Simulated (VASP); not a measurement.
Input of a VASP 6.6.1 run:

The input INCAR:

```
SYSTEM = Si4Mo2N
  PREC = Accurate
  ENCUT = 520
  EDIFF = 1E-6
  ISMEAR = 0
  SIGMA = 0.1
  LREAL = .FALSE.
  LASPH = .TRUE.
  NELM = 100
  ALGO = Normal
  ISIF = 2
  LWAVE = .FALSE.
  LCHARG = .TRUE.
  LDIPOL = .TRUE.
  IDIPOL = 3
  DIPOL = 0.5 0.5 0.356
  GGA = PE
  LELF = .TRUE.
  LVHAR = .TRUE.
  LVACPOTAV = .TRUE.
  NBANDS = 34
```

The input KPOINTS:

```
Automatic mesh
0
G
  8 8 1
  0 0 0
```

Contents of POSCAR:

```
Si4Mo2N
1.0
    3.2169717285      0.0000000000      0.0000000000
    0.0000000000      3.2169717285      0.0000000000
    0.0000000000      0.0000000000     21.8787970046
Si Mo N
4 2 1
Direct
    0.0000000000      0.0000000000      0.1828254085
    0.0000000000      0.0000000000      0.3015081460
    0.5000000000      0.5000000000      0.3593659936
    0.5000000000      0.5000000000      0.4743769505
    0.5000000000      0.5000000000      0.2421667772
    0.0000000000      0.0000000000      0.4192862006
    0.8750000000      0.8750000000      0.5090349326
```

Potentials or basis: VASP PAW PBE potentials, release 64 (Si, Mo_sv, N).

Launch:

```sh
$ cat potpaw_PBE.64/Si/POTCAR potpaw_PBE.64/Mo_sv/POTCAR potpaw_PBE.64/N/POTCAR > POTCAR
$ mpirun -np 1 vasp_std > vasp.out
```

Q: Predict the band gap on the k mesh.

A: Zero (an odd number of electrons rules out a gap without spin polarisation).

Q: Estimate the largest force.

A: 2.661 eV/Å.

Forces in eV/Å, atoms in the order of the input:
```
Si   0.030  0.030  0.650
Si   0.023  0.023 -0.812
Si  -0.010 -0.010 -0.614
Si   0.524  0.524  2.555
Mo   0.041  0.041 -0.578
Mo   0.202  0.202 -1.228
N   -0.810 -0.810  0.027
```
